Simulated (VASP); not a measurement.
Runs of VASP 6.6.1 on AlRu (NiAs type). The structure is that of space group P6_3/mmc (No. 194), or close to it. The cells are those of the table. 

| cell | gap on the mesh (eV) | pressure (GPa) |
| --- | --- | --- |
| a = 2.827, b = 2.827, c = 7.678 Å, angles 90.0, 90.0, 120.0°, 4 atoms | none | 13.4 |
| a = 2.476, b = 2.476, c = 6.812 Å, angles 90.0, 90.0, 120.0°, 4 atoms | none | (a) |
| a = 2.759, b = 2.759, c = 7.546 Å, angles 90.0, 90.0, 120.0°, 4 atoms | none | 32.2 |
| a = 2.573, b = 2.573, c = 7.096 Å, angles 90.0, 90.0, 120.0°, 4 atoms | none | 128.4 |
| a = 2.357, b = 2.357, c = 6.462 Å, angles 90.0, 90.0, 120.0°, 4 atoms | none | (b) |
| a = 2.667, b = 2.667, c = 7.340 Å, angles 90.0, 90.0, 120.0°, 4 atoms | none | 69.4 |

Alike in all rows: task single point; level PBE; potentials or basis VASP PAW PBE potentials, release 64 (Ru_pv, Al); no spin polarisation; k mesh 11 × 11 × 6; cutoff (eV) 520; smearing fermi-dirac 0.08 eV.

Fill in the values left out.

(a) 224.0; (b) 410.5.

A k mesh can miss the band edges, and the runs leave out spin-orbit coupling on Ru.

A gap of «none» marks levels without a gap at the run's occupations.
